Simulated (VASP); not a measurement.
# MgTl2Se2 (P4/mmm) in VASP: further runs

MgTl2Se2 is run at these levels: PBE; tasks: relaxation of cell and atoms, single point.

Everything below comes from runs of VASP 6.6.1. Logs are shortened: lines on timing, memory, paths and dates and some standing lists are left out, and cuts for length are marked.

## 1. The cell of the first run

The structure is tetragonal, space group P4/mmm (No. 123). The conventional cell has a = 4.367 Å, b = 4.367 Å, c = 5.060 Å, α = 90.00°, β = 90.00°, γ = 90.00°. Mg (site symmetry 4/mmm) has 4 Tl at 2.18 Å and 2 Se at 2.53 Å within 2.9 Å. Tl (site symmetry mmm) has 2 Mg at 2.18 Å within 2.9 Å. Within 3.4 Å of Se (site symmetry 4/mmm) lie 2 Mg at 2.53 Å and 4 Se at 3.09 Å and 8 Tl at 3.34 Å. Se (site symmetry 4/mmm) has 4 Se at 3.09 Å and 8 Tl at 3.34 Å and 8 Mg at 3.99 Å within 4.1 Å.

The cell was built from a structure type or drawn by symmetry, and may not be a known phase.

## 2. Relaxation of cell and atoms, PBE

Input file INCAR:

```
PREC = Accurate ; ENCUT = 600
EDIFF = 1E-7 ; ISMEAR = 0
SIGMA = 0.1 ; LREAL = False
LASPH = True ; NELM = 60
ALGO = Normal ; ISIF = 3
LWAVE = False ; LCHARG = False
GGA = PE ; IBRION = 2
NSW = 90 ; EDIFFG = -0.04
```

Input file KPOINTS:

```
Automatic mesh
0
Gamma
  4 4 4
```

Input file POSCAR:

```
MgTl2Se2
1.0
    4.3667124200      0.0000000000      0.0000000000
    0.0000000000      4.3667124200      0.0000000000
    0.0000000000      0.0000000000      5.0597277300
Mg Tl Se
1 2 2
Direct
    0.0000000000      0.0000000000      0.5000000000
    0.0000000000      0.5000000000      0.5000000000
    0.5000000000      0.0000000000      0.5000000000
    0.0000000000      0.0000000000      0.0000000000
    0.5000000000      0.5000000000      0.0000000000
```

Potentials or basis: VASP PAW PBE potentials, release 64 (Mg, Tl_d, Se).

Launch:

```console
> cat potpaw_PBE.64/Mg/POTCAR potpaw_PBE.64/Tl_d/POTCAR potpaw_PBE.64/Se/POTCAR > POTCAR
> mpirun -np 1 vasp_std > vasp.out
```

OUTCAR:

```text
PREC = Accurate
   ENCUT = 600
   EDIFF = 1E-7
   ISMEAR = 0
   LREAL = False
   LASPH = True
   NELM = 60
   ISIF = 3
   GGA = PE
   IBRION = 2
   NSW = 90
   EDIFFG = -0.04

 ion  position               nearest neighbor table
   1  0.000  0.000  0.500-   2 2.18   3 2.18   2 2.18   3 2.18   4 2.53   4 2.53
   2  0.000  0.500  0.500-   1 2.18   1 2.18   3 3.09   3 3.09   3 3.09   3 3.09   4 3.34   5 3.34
                             4 3.34   4 3.34   4 3.34   5 3.34   5 3.34   5 3.34
   3  0.500  0.000  0.500-   1 2.18   1 2.18   2 3.09   2 3.09   2 3.09   2 3.09   4 3.34   5 3.34
                             5 3.34   5 3.34   4 3.34   4 3.34   4 3.34   5 3.34
   4  0.000  0.000  0.000-   1 2.53   1 2.53   3 3.34   2 3.34   2 3.34   3 3.34   2 3.34   2 3.34
                             3 3.34   3 3.34
   5  0.500  0.500  0.000-   2 3.34   3 3.34   2 3.34   3 3.34   3 3.34   3 3.34   2 3.34   2 3.34

  LATTYP: Found a simple tetragonal cell.
 ALAT       =     4.3667124200
 C/A-ratio  =     1.1587041333

  Lattice vectors:

 A1 = (   4.3667124200,   0.0000000000,   0.0000000000)
 A2 = (   0.0000000000,   4.3667124200,   0.0000000000)
 A3 = (   0.0000000000,   0.0000000000,   5.0597277300)

Analysis of symmetry for initial positions (statically):
=====================================================================
 Subroutine PRICEL returns:
 Original cell was already a primitive cell.

 Routine SETGRP: Setting up the symmetry group for a
 simple tetragonal supercell.

 Subroutine GETGRP returns: Found 16 space group operations
 (whereof 16 operations were pure point group operations)
 out of a pool of 16 trial point group operations.

The static configuration has the point symmetry D_4h.

Analysis of symmetry for dynamics (positions and initial velocities):
=====================================================================
 Subroutine PRICEL returns:
 Original cell was already a primitive cell.

 Routine SETGRP: Setting up the symmetry group for a
 simple tetragonal supercell.

 Subroutine GETGRP returns: Found 16 space group operations
 (whereof 16 operations were pure point group operations)
 out of a pool of 16 trial point group operations.

The dynamic configuration has the point symmetry D_4h.

 Subroutine INISYM returns: Found 16 space group operations
 (whereof 16 operations are pure point group operations),
 and found     1 'primitive' translations

----------------------------------------------------------------------------------------

                                     Primitive cell

  volume of cell :      96.4798

  direct lattice vectors                    reciprocal lattice vectors
     4.366712420  0.000000000  0.000000000     0.229005234  0.000000000  0.000000000
     0.000000000  4.366712420  0.000000000     0.000000000  0.229005234  0.000000000
     0.000000000  0.000000000  5.059727730     0.000000000  0.000000000  0.197639093

  length of vectors
     4.366712420  4.366712420  5.059727730     0.229005234  0.229005234  0.197639093

  position of ions in fractional coordinates (direct lattice)
     0.000000000  0.000000000  0.500000000
     0.000000000  0.500000000  0.500000000
     0.500000000  0.000000000  0.500000000
     0.000000000  0.000000000  0.000000000
     0.500000000  0.500000000  0.000000000

  ion indices of the primitive-cell ions
   primitive index   ion index
                 1           1
                 2           2
                 3           3
                 4           4
                 5           5

----------------------------------------------------------------------------------------

 KPOINTS: Automatic mesh

Automatic generation of k-mesh.
 Grid dimensions read from file:
 generate k-points for:    4    4    4

 Generating k-lattice:

  Cartesian coordinates                     Fractional coordinates (reciprocal lattice)
     0.057251309  0.000000000  0.000000000     0.250000000  0.000000000  0.000000000
     0.000000000  0.057251309  0.000000000     0.000000000  0.250000000  0.000000000
     0.000000000  0.000000000  0.049409773     0.000000000  0.000000000  0.250000000

  Length of vectors
     0.057251309  0.057251309  0.049409773

  Shift w.r.t. Gamma in fractional coordinates (k-lattice)
     0.000000000  0.000000000  0.000000000

 Subroutine IBZKPT returns following result:
 ===========================================

 Found     18 irreducible k-points:

 Following reciprocal coordinates:
            Coordinates               Weight
  0.000000  0.000000  0.000000      1.000000
  0.250000  0.000000  0.000000      4.000000
  0.500000  0.000000  0.000000      2.000000
  0.250000  0.250000  0.000000      4.000000
  0.500000  0.250000  0.000000      4.000000
  0.500000  0.500000  0.000000      1.000000
[... 10 lines left out ...]
  0.500000  0.250000  0.500000      4.000000
  0.500000  0.500000  0.500000      1.000000
   k-points           NKPTS =     18   k-points in BZ     NKDIM =     18   number of bands    NBANDS=     24
   number of dos      NEDOS =    301   number of ions     NIONS =      5
   total plane-waves  NPLWV =  51840
   dimension x,y,z NGX =    36 NGY =   36 NGZ =   40
   dimension x,y,z NGXF=    72 NGYF=   72 NGZF=   80
   ions per type =               1   2   2
   NGX,Y,Z   is equivalent  to a cutoff of  13.71, 13.71, 13.14 a.u.
   NGXF,Y,Z  is equivalent  to a cutoff of  27.41, 27.41, 26.29 a.u.
 SYSTEM =  unknown system
   PREC   = accura    normal or accurate (medium, high low for compatibility)
   ISTART =      0    job   : 0-new  1-cont  2-samecut
   ICHARG =      2    charge: 1-file 2-atom 10-const
   ISPIN  =      1    spin polarized calculation?
   LNONCOLLINEAR =      F non collinear calculations
   LSORBIT =      F    spin-orbit coupling
   LASPH  =      T    aspherical Exc in radial PAW
   ENCUT  =  600.0 eV  44.10 Ry    6.64 a.u.   8.72  8.72 10.11*2*pi/ulx,y,z
   NELM   =     60;   NELMIN=  2; NELMDL= -5     # of ELM steps
   EDIFF  = 0.1E-06   stopping-criterion for ELM
   LREAL  =      F    real-space projection
   EDIFFG = -.4E-01   stopping-criterion for IOM
   NSW    =     90    number of steps for IOM
   IBRION =      2    ionic relax: 0-MD 1-quasi-New 2-CG
   NFREE  =      1    steps in history (QN), initial steepest desc. (CG)
   ISIF   =      3    stress and relaxation
   ISYM   =      2    0-nonsym 1-usesym 2-fastsym
   POTIM  = 0.5000    time-step for ionic-motion
   TEBEG  =    0.0;   TEEND  =   0.0 temperature during run
   PSTRESS=    0.0 pullay stress
   NELECT =      40.0000    total number of electrons
   NUPDOWN=      -1.0000    fix difference up-down
   EMIN   =  10.00;   EMAX   =-10.00  energy-range for DOS
   EFERMI =   0.00;   METHOD = LEGACY
   ISMEAR =     0;   SIGMA  =   0.10  broadening in eV -4-tet -1-fermi 0-gaus
   EFERMI_NEDOS =   21; number of points for ismear=-14 and -15
   IALGO  =     38    algorithm
   IMIX   =      4    mixing-type and parameters
     AMIX     =   0.40;   BMIX     =  1.00
     AMIX_MAG =   1.60;   BMIX_MAG =  1.00
  volume/ion in A,a.u.               =      19.30       130.22
  Fermi-wavevector in a.u.,A,eV,Ry     =   1.220720  2.306826 20.274820  1.490157
  Thomas-Fermi vector in A             =   2.355927
   LORBIT       =      0    0 simple, 1 ext, 2 COOP (PROOUT), +10 PAW based schemes
   GGA     = PE    functional components
   LHFCALC =     F    Hartree Fock is set to
   AEXX    =    0.0000 exact exchange contribution
   IVDW    =     0    specifies the selected vdW correction
   LEPSILON=     F    determine dielectric tensor
   LRPA    =     F    only Hartree local field effects (RPA)
 conjugate gradient relaxation of ions
 non-spin polarized calculation
 Gauss-broadening in eV      SIGMA  =   0.10
  energy-cutoff  :      600.00
  volume of cell :       96.48
 maximum number of plane-waves:      3244
 NGX is ok and might be reduce to    36
   NGX = 17   NGY = 17   NGZ = 21

--------------------------------------- Ionic step        1  -------------------------------------------

 number of electron      40.0000005 magnetization

 Free energy of the ion-electron system (eV)
  ---------------------------------------------------
  ext. energy  EPLUGINS =         0.00000000
  ---------------------------------------------------
  free energy    TOTEN  =        -5.39527708 eV

  energy without entropy =       -5.38246436  energy(sigma->0) =       -5.38887072

 E-fermi :   7.8000     XC(G=0): -10.9267

 val. band max:        7.4352385231   @ k =   0.0000   0.0000   0.0000
 cond. band min:       7.8224212458   @ k =   0.5000   0.5000   0.2500
 fundamental gap:      0.3871827227
 Fermi energy:         7.8000370074

 k-point     1 :       0.0000    0.0000    0.0000
  band No.  band energies     occupation
      1      -7.2485      2.00000
      2      -6.3562      2.00000
      3      -6.0770      2.00000
      4      -5.3080      2.00000
      5      -5.2503      2.00000
      6      -5.2503      2.00000
[... 585 lines left out ...]
  FREE ENERGIE OF THE ION-ELECTRON SYSTEM (eV)
  ---------------------------------------------------
  free  energy   TOTEN  =       -11.9128001303 eV

  energy  without entropy=      -11.8892808776  energy(sigma->0) =      -11.90104050

[... ionic steps 4 to 8 ...]

--------------------------------------- Ionic step        9  -------------------------------------------

 number of electron      40.0000030 magnetization

------------------------ aborting loop because EDIFF is reached ----------------------------------------

  FORCE on cell =-STRESS in cart. coord.  units (eV):
  Direction    XX          YY          ZZ          XY          YZ          ZX
  --------------------------------------------------------------------------------------
  -------------------------------------------------------------------------------------
  Total        0.8428031      0.8428031      0.2952071      0.0000000      0.0000000      0.0000000
  in kB        8.6682954      8.6682954      3.0362285      0.0000000      0.0000000      0.0000000
  external PRESSURE =       6.7909397 kB  Pullay stress =       0.0000000 kB
[... 63 lines left out ...]
  energy  without entropy=      -12.7193763220  energy(sigma->0) =      -12.73288920

--------------------------------------- Ionic step       11  -------------------------------------------

 number of electron      40.0000008 magnetization

 Free energy of the ion-electron system (eV)
  ---------------------------------------------------
  ext. energy  EPLUGINS =         0.00000000
  ---------------------------------------------------
  free energy    TOTEN  =       -12.74934827 eV

  energy without entropy =      -12.72107995  energy(sigma->0) =      -12.73521411

 E-fermi :   2.3101     XC(G=0):  -8.5040

 val. band max:        2.3059451851   @ k =   0.5000   0.5000   0.2500
 cond. band min:       2.3161896023   @ k =   0.5000   0.5000   0.0000
 fundamental gap:      0.0102444172
 Fermi energy:         2.3101153749

 k-point     1 :       0.0000    0.0000    0.0000
  band No.  band energies     occupation
      1     -10.3875      2.00000
      2      -9.1690      2.00000
      3      -9.0835      2.00000
      4      -9.0632      2.00000
      5      -8.9707      2.00000
      6      -8.9707      2.00000
[... 507 lines left out ...]
  FREE ENERGIE OF THE ION-ELECTRON SYSTEM (eV)
  ---------------------------------------------------
  free  energy   TOTEN  =       -12.7493482695 eV

  energy  without entropy=      -12.7210799533  energy(sigma->0) =      -12.73521411

 reached required accuracy - stopping structural energy minimisation
```

Wall time 3.7 min (1 thread of Intel Xeon 6975P-C (Granite Rapids), shared host); peak memory 0.26 GiB.

Results:

```
Free energy                           : -12.7493 eV
Relaxed volume                        : 32.31 Å³/atom
Relaxed cell                          : a = 5.874 Å, b = 5.874 Å, c = 4.682 Å, α = 90.00°, β = 90.00°, γ = 90.00°
Space group after relaxing (to 0.1 Å) : P4/mmm (No. 123)
Energy gained by relaxing             : 1470.8 meV/atom
Ionic steps                           : 11
Pressure after relaxing               : -0.1 GPa
Band gap on the k mesh                : zero (bands 20 and 21 overlap by 0.33 eV)
```

The path:
```
step  energy change (eV)  largest force (eV/Å)  pressure (GPa)  volume (Å³)
   1              0.0000                0.0000           42.90        96.48
   2             -6.4602                0.0000           -3.22       185.40
   3             -6.5175                0.0000           -0.46       156.54
   4             -6.5635                0.0000           -2.12       170.33
   5             -6.5665                0.0000           -1.96       168.61
   6             -7.1272                0.0000           -1.10       161.88
   7             -7.3366                0.0000            0.44       156.40
   8             -7.3390                0.0000            0.79       155.49
   9             -7.3393                0.0000            0.68       155.78
  10             -7.3511                0.0000            0.26       158.91
  11             -7.3541                0.0000           -0.05       161.57
```

Final structure:
```yaml
crystal:
  lattice:
    - [5.87433, 0.00000, 0.00000]
    - [0.00000, 5.87433, 0.00000]
    - [0.00000, 0.00000, 4.68215]
  atoms:
    - { symbol: Mg, position: [0.00000, 0.00000, 0.50000] }
    - { symbol: Tl, position: [0.00000, 0.50000, 0.50000] }
    - { symbol: Tl, position: [0.50000, 0.00000, 0.50000] }
    - { symbol: Se, position: [0.00000, 0.00000, 0.00000] }
    - { symbol: Se, position: [0.50000, 0.50000, 0.00000] }
```

Caveat: the volume moved by over 15 % at a fixed basis, so the end points are rough; spin-orbit coupling is left out, which moves the levels of the heavy elements.

## 3. Single point, PBE

This run uses another cell than the first one, of 32.83 Å³/atom.

Input file INCAR:

```
ALGO = Normal ; EDIFF = 1E-7
ENCUT = 520 ; GGA = PE
ISIF = 2 ; ISMEAR = 0
LASPH = True ; LCHARG = False
LREAL = False ; LWAVE = False
NBANDS = 28 ; NELM = 100
PREC = Accurate ; SIGMA = 0.1
```

Input file KPOINTS:

```
k-points
0
Gamma
  6 6 8
```

POSCAR: that of step 2 with these lines changed.

```diff
@@ -2,5 +2,5 @@
 1.0
-    4.3667124200      0.0000000000      0.0000000000
-    0.0000000000      4.3667124200      0.0000000000
-    0.0000000000      0.0000000000      5.0597277300
+    5.9253634850      0.0000000000      0.0000000000
+    0.0000000000      5.9253634850      0.0000000000
+    0.0000000000      0.0000000000      4.6753072682
 Mg Tl Se
```

Potentials or basis: VASP PAW PBE potentials, release 64 (Mg, Tl_d, Se).

Launch:

```console
> cat potpaw_PBE.64/Mg/POTCAR potpaw_PBE.64/Tl_d/POTCAR potpaw_PBE.64/Se/POTCAR > POTCAR
> mpirun -np 1 vasp_std > vasp.out
```

Wall time 1.7 min (1 thread of Intel Xeon 6975P-C (Granite Rapids), shared host); peak memory 0.42 GiB.

It converged, with:

| Item | Value |
| --- | --- |
| Free energy | -12.7434 eV |
| Pressure | 0.0 GPa |
| Band gap on the k mesh | zero (bands 20 and 21 overlap by 0.35 eV) |

Levels at points of the mesh, in eV from the Fermi level:
```
           k point  band 18  band 19  band 20  band 21  band 22  band 23
(0.00, 0.00, 0.00)    -0.47    -0.47    -0.22     1.96     1.96     2.75
(0.50, 0.00, 0.00)    -1.01    -0.17    -0.14     0.11     2.20     2.44
(0.50, 0.50, 0.00)    -1.07     0.02     0.15     0.15     0.68     2.96
(0.00, 0.00, 0.50)    -0.52    -0.52    -0.11    -0.01    -0.01     1.33
(0.50, 0.00, 0.50)    -1.07    -0.80    -0.34    -0.06     2.02     2.13
(0.50, 0.50, 0.50)    -1.83    -0.03    -0.03     1.22     3.21     3.54
```

Caveat: spin-orbit coupling is left out, which moves the levels of the heavy elements.

## 4. Relaxation of cell and atoms, PBE

This run uses another cell than the first one, of 32.33 Å³/atom.

Input file INCAR:

```
SYSTEM = MgTl2Se2
PREC = Accurate
ENCUT = 600
EDIFF = 1E-6
ISMEAR = 0
SIGMA = 0.1
LREAL = .FALSE.
LASPH = .TRUE.
NELM = 80
ALGO = Normal
ISIF = 3
LWAVE = .FALSE.
LCHARG = .FALSE.
GGA = PE
IBRION = 2
NSW = 100
EDIFFG = -0.01
```

Input file KPOINTS:

```
regular mesh
0
G
  6 6 8
  0 0 0
```

POSCAR: that of step 3 with these lines changed.

```diff
@@ -2,5 +2,5 @@
 1.0
-    5.9253634850      0.0000000000      0.0000000000
-    0.0000000000      5.9253634850      0.0000000000
-    0.0000000000      0.0000000000      4.6753072682
+    5.8820892738      0.0000000000      0.0000000000
+    0.0000000000      5.8820892738      0.0000000000
+    0.0000000000      0.0000000000      4.6722799244
 Mg Tl Se
```

Launch:

```console
> cat potpaw_PBE.64/Mg/POTCAR potpaw_PBE.64/Tl_d/POTCAR potpaw_PBE.64/Se/POTCAR > POTCAR
> mpirun -np 1 vasp_std > vasp.out
```

It took 7.5 min on 1 thread of Intel Xeon 6975P-C (Granite Rapids), shared host; peak memory 0.48 GiB.

The run converged. Its results:

```yaml
Free_energy: -12.7434 eV
Relaxed_volume: 32.78 Å³/atom
Relaxed_cell: a = 5.920 Å, b = 5.920 Å, c = 4.676 Å, α = 90.00°, β = 90.00°, γ = 90.00°
Space_group_after_relaxing_to_0.1_Å: P4/mmm (No. 123)
Energy_gained_by_relaxing: 0.4 meV/atom
Ionic_steps: 7
Pressure_after_relaxing: 0.0 GPa
Band_gap_on_the_k_mesh: zero (bands 20 and 21 overlap by 0.35 eV)
```

Step by step:
```tsv
step	energy change (eV)	largest force (eV/Å)	pressure (GPa)	volume (Å³)
1	0.0000	0.0000	0.25	161.66
2	-0.0012	0.0000	0.09	162.84
3	-0.0012	0.0000	-0.08	164.03
4	-0.0014	0.0000	-0.02	163.52
5	-0.0014	0.0000	-0.01	163.40
6	-0.0018	0.0000	0.01	163.69
7	-0.0019	0.0000	0.01	163.88
```

Final structure:
```
Mg Tl Se
1.0
     5.91977    0.00000    0.00000
     0.00000    5.91977    0.00000
     0.00000    0.00000    4.67631
Mg Tl Se
1 2 2
Direct
  0.00000 0.00000 0.50000
  0.00000 0.50000 0.50000
  0.50000 0.00000 0.50000
  0.00000 0.00000 0.00000
  0.50000 0.50000 0.00000
```

Levels at points of the mesh, in eV from the Fermi level:
```
           k point  band 17  band 18  band 19  band 20  band 21  band 22  band 23  band 24
(0.00, 0.00, 0.00)    -2.93    -0.47    -0.47    -0.22     1.96     1.96     2.76     4.50
(0.50, 0.00, 0.00)    -1.08    -1.01    -0.18    -0.15     0.11     2.20     2.44     3.56
(0.50, 0.50, 0.00)    -1.07    -1.07     0.02     0.15     0.15     0.68     2.96     2.96
(0.00, 0.00, 0.50)    -1.88    -0.52    -0.52    -0.11    -0.01    -0.01     1.34     1.77
(0.50, 0.00, 0.50)    -1.72    -1.07    -0.80    -0.34    -0.06     2.03     2.13     3.10
(0.50, 0.50, 0.50)    -2.63    -1.83    -0.03    -0.03     1.22     3.21     3.55     4.21
```

Caveat: spin-orbit coupling is left out, which moves the levels of the heavy elements.

## 5. Overview

| task | cell | k mesh | cutoff (eV) | gap on the mesh (eV) | pressure (GPa) | relaxed volume (Å³/atom) |
| --- | --- | --- | --- | --- | --- | --- |
| relaxation of cell and atoms | relaxed from a = 4.367, b = 4.367, c = 5.060 Å, 5 atoms | 4 × 4 × 4 | 600 | none | -0.1 | 32.31 |
| single point | a = 5.925, b = 5.925, c = 4.675 Å, 5 atoms | 6 × 6 × 8 | 520 | none | 0.0 | - |
| relaxation of cell and atoms | relaxed from a = 5.882, b = 5.882, c = 4.672 Å, 5 atoms | 6 × 6 × 8 | 600 | none | 0.0 | 32.78 |

Alike in all rows: level PBE; potentials or basis VASP PAW PBE potentials, release 64 (Mg, Tl_d, Se); no spin polarisation; smearing gaussian 0.1 eV.

Caveats: spin-orbit coupling is left out, which moves the levels of the heavy elements; the volume moved by over 15 % at a fixed basis, so the end points are rough (at least some runs).

Total energies depend on the potentials used, so only differences within one code and one set of settings carry meaning.
